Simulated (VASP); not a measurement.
A run of VASP 6.6.1 is set up as follows.

INCAR

```
SYSTEM = BP
PREC     = Accurate       ! precision mode
ENCUT    = 500            ! plane-wave cutoff, eV
EDIFF    = 1E-6           ! SCF threshold, eV
ISMEAR   = 1              ! smearing method
SIGMA    = 0.05           ! smearing width, eV
LREAL    = .False.        ! projectors in reciprocal space
LASPH    = .True.         ! aspherical terms in the spheres
NELM     = 120            ! most SCF steps
ALGO     = Normal         ! electronic algorithm
ISIF     = 2              ! what is computed and relaxed
LWAVE    = .False.        ! write WAVECAR
LCHARG   = .False.        ! write CHGCAR
GGA      = CA             ! functional
NBANDS   = 11             ! bands
GGA_COMPAT= .False.
```

The input KPOINTS:

```
regular mesh
0
Gamma
  10 10 10
  0 0 0
```

File POSCAR:

```
BP
1.0
    0.0000000000      2.1021391087      2.1021391087
    2.1021391087      0.0000000000      2.1021391087
    2.1021391087      2.1021391087      0.0000000000
B P
1 1
Direct
    0.0000000000      0.0000000000      0.0000000000
    0.7500000000      0.7500000000      0.7500000000
```

Potentials or basis: VASP PAW LDA potentials, release 64 (B, P).

The run is started by

```console
$ cat potpaw_LDA.64/B/POTCAR potpaw_LDA.64/P/POTCAR > POTCAR
$ mpirun -np 1 vasp_std > vasp.out
```

(1) What does it give for the pressure?

(2) Estimate the band gap on the k mesh.

Results:

(1) 49.7 GPa.

(2) 0.85 eV (least direct gap 3.87 eV).

Caveat: the cell stands under pressure.
